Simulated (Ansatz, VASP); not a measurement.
## HfO2: VASP beside Ansatz

```
Hf O
1.0
     3.55802    0.00000    0.00000
     0.00000    3.55802    0.00000
     0.00000    0.00000    5.17186
Hf O
2 4
Direct
  0.00000 0.00000 0.00000
  0.50000 0.50000 0.50000
  0.00000 0.50000 0.19721
  0.50000 0.00000 0.30279
  0.50000 0.00000 0.80279
  0.00000 0.50000 0.69721
```

Alike in both runs: task relaxation of cell and atoms; functional RPBE; k mesh 8 × 8 × 5; occupations fermi-dirac, width 0.05 eV; no spin polarisation.

```csv
,VASP,Ansatz
version,VASP 6.6.1,Ansatz 0.2.0
potentials or method,"VASP PAW PBE potentials, release 64 (Hf_pv, O)",Ansatz PAW
plane-wave cutoff (eV),600,420
valence electrons in the cell,44,76
```

VASP gave:

| Quantity | Value |
| --- | --- |
| relaxed volume (Å³/atom) | 11.53 |
| relaxed cell length with the largest relative difference (Å) | 5.304 |

Problem. Which values does Ansatz return?

Solution. Relaxed volume (Å³/atom): 11.73; relaxed cell length with the largest relative difference (Å): 5.345.

VASP's potentials were made for PBE, not for RPBE. VASP's potentials hold 44 valence electrons a cell and Ansatz's 76, so a difference there can come from the potentials and not from the codes.

Neither program's run includes spin-orbit coupling. Noted on Ansatz's run: odd divisions of the mesh miss points on the zone boundary, where band edges often lie, so the gap on the mesh can be too wide; the plane-wave basis is chosen anew once the cell has moved, so the energies of steps on either side of that aren't comparable.
